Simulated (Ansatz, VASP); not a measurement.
# Re in VASP and in Ansatz

File INCAR:

```
SYSTEM = Re
PREC = Accurate
ENCUT = 520
EDIFF = 1E-7
ISMEAR = -1
SIGMA = 0.1
LREAL = .False.
LASPH = .True.
NELM = 80
ALGO = Normal
ISIF = 2
LWAVE = .False.
LCHARG = .False.
GGA = CA
NBANDS = 10
```

KPOINTS

```
regular mesh
0
Gamma
  19 19 19
  0 0 0
```

Contents of POSCAR:

```
Re
1.0
   -1.5352640187      1.5352640187      1.5352640187
    1.5352640187     -1.5352640187      1.5352640187
    1.5352640187      1.5352640187     -1.5352640187
Re
1
Direct
    0.0000000000      0.0000000000      0.0000000000
```

Input for Ansatz:

```yaml
crystal:
  lattice:
    - [-1.5352640187, 1.5352640187, 1.5352640187]
    - [1.5352640187, -1.5352640187, 1.5352640187]
    - [1.5352640187, 1.5352640187, -1.5352640187]
  atoms:
    - { symbol: Re, position: [0.0, 0.0, 0.0] }
kpoints:
  mp_grid: { grid: [19, 19, 19] }
  band_path:
    path:
      - [0.0, 0.0, 0.0]
      - [0.5, -0.5, 0.5]
      - [0.0, 0.0, 0.5]
      - [0.0, 0.0, 0.0]
      - [0.25, 0.25, 0.25]
      - [0.5, -0.5, 0.5]
      - [0.25, 0.25, 0.25]
      - [0.0, 0.0, 0.5]
    npoints: 8
scf:
  occupations: { method: fermi_dirac, width: 0.1 }
hamiltonian:
  xc: lda
  pseudopotentials: { kind: paw }
output:
  forces: true
  stress: true
  eigenvalues: true
  populations: true
  dos: { projected: true, de: 0.2, e_range: [-14, 8] }
  write_density: true
  write_potential: true
  elf: true
  volumetric_format: npy
```

Change from the starting cell: volume scaled by 1, PAW files.

Alike in both runs: task single point; functional LDA; k mesh 19 × 19 × 19; occupations fermi-dirac, width 0.1 eV; no spin polarisation.

|  | VASP | Ansatz |
| --- | --- | --- |
| version | VASP 6.6.1 | Ansatz 0.2.0 |
| potentials or method | VASP PAW LDA potentials, release 64 (Re) | PAW with Ansatz's default frozen-core files, scalar-relativistic |
| plane-wave cutoff (eV) | 520 | 420 |
| valence electrons in the cell | 7 | 15 |

Ansatz gave:

```
pressure (GPa) : 0.0
```

Q: What did VASP give for the same quantities?

A: Pressure (GPa): 1.5.

LDA's correlation is that of Perdew and Zunger in VASP and of Perdew and Wang (1992) in Ansatz. VASP's potentials hold 7 valence electrons a cell and Ansatz's 15, so a difference there can come from the potentials and not from the codes.

Spin-orbit coupling is off throughout.
